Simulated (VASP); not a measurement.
Here is a VASP 6.6.1 calculation.

File INCAR:

```
ALGO = Normal
EDIFF = 1E-7
ENCUT = 520
GGA = PE
ISIF = 2
ISMEAR = -1
LASPH = T
LCHARG = T
LELF = T
LREAL = F
LVHAR = T
LWAVE = F
NBANDS = 10
NELM = 80
PREC = Accurate
SIGMA = 0.05
```

The input KPOINTS:

```
k-points
0
Gamma
  6 6 6
```

POSCAR

```
Cs
1.0
   -1.9298599685      1.9298599685      1.9298599685
    1.9298599685     -1.9298599685      1.9298599685
    1.9298599685      1.9298599685     -1.9298599685
Cs
1
Direct
    0.0000000000      0.0000000000      0.0000000000
```

Potentials or basis: VASP PAW PBE potentials, release 64 (Cs_sv).

Launch:

```sh
$ cat potpaw_PBE.64/Cs_sv/POTCAR > POTCAR
$ mpirun -np 1 vasp_std > vasp.out
```

Question: Predict the pressure.

Answer: 21.0 GPa.

Question: What does it give for the band gap on the k mesh?

Answer: Zero (an odd number of electrons rules out a gap without spin polarisation).

Caveat: the k points lie up to 0.38 Å⁻¹ apart, too coarse for converged energies and pressures of a metal; spin-orbit coupling is left out, which moves the levels of the heavy elements.
